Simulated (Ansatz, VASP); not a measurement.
## One calculation of Pt2F3, two programs

File INCAR:

```
PREC = Accurate ; ENCUT = 520
EDIFF = 1E-6 ; ISMEAR = 0
SIGMA = 0.1 ; LREAL = False
LASPH = True ; NELM = 60
ALGO = Normal ; ISIF = 2
LWAVE = False ; LCHARG = False
GGA = PE ; NBANDS = 28
```

Contents of KPOINTS:

```
regular mesh
0
Gamma
  6 6 4
```

Contents of POSCAR:

```
Pt2F3
1.0
    3.8522333466      0.0000000000      0.0000000000
   -1.9261166733      3.3361319395      0.0000000000
    0.0000000000      0.0000000000      4.6512165127
Pt F
2 3
Direct
    0.3333333333      0.6666666667      0.1380000000
    0.6666666667      0.3333333333      0.8620000000
    0.0000000000      0.0000000000      0.0000000000
    0.3333333333      0.6666666667      0.6250000000
    0.6666666667      0.3333333333      0.3750000000
```

Input for Ansatz:

```yaml
crystal:
  lattice:
    - [3.8522333466, 0.0, 0.0]
    - [-1.9261166733, 3.3361319395, 0.0]
    - [0.0, 0.0, 4.6512165127]
  atoms:
    - { symbol: Pt, position: [0.3333333333, 0.6666666667, 0.138] }
    - { symbol: Pt, position: [0.6666666667, 0.3333333333, 0.862] }
    - { symbol: F, position: [0.0, 0.0, 0.0] }
    - { symbol: F, position: [0.3333333333, 0.6666666667, 0.625] }
    - { symbol: F, position: [0.6666666667, 0.3333333333, 0.375] }
basis:
  ecutwfc: 420
kpoints:
  mp_grid: { grid: [6, 6, 4] }
hamiltonian:
  xc: pbe
scf:
  occupations: { method: gaussian, width: 0.1 }
  lower_state_search: "off"
output:
  forces: true
  stress: true
  eigenvalues: true
```

Alike in both runs: task single point; functional PBE; k mesh 6 × 6 × 4; occupations gaussian, width 0.1 eV; no spin polarisation.

|  | VASP | Ansatz |
| --- | --- | --- |
| version | VASP 6.6.1 | Ansatz 0.2.0 |
| potentials or method | VASP PAW PBE potentials, release 64 (Pt, F), cutoff 520 eV | scalar-relativistic, plane waves, PAW |
| valence electrons in the cell | 41 | 57 |

Ansatz gave:

| Quantity | Value |
| --- | --- |
| gap on the k mesh at the Fermi level (eV) | none |
| pressure (GPa) | 28.3 |
| traceless stress, the component that is largest in VASP (GPa) | -16.34 |
| rms of the force components (eV/Å) | 0.492 |

**Question.** Which values does VASP return?

**Answer.** gap on the k mesh at the Fermi level (eV): none; pressure (GPa): 27.9; traceless stress, the component that is largest in VASP (GPa): -16.30; rms of the force components (eV/Å): 0.489.

Atom by atom the forces differ by 0.010 eV/Å (rms over components). A gap of «none» marks a metal or a gap that the smearing closes. With one functional, cell and mesh, what is left measures potentials, basis and numerics. VASP's potentials hold 41 valence electrons a cell and Ansatz's 57, so a difference there can come from the potentials and not from the codes.

Neither program's run includes spin-orbit coupling.
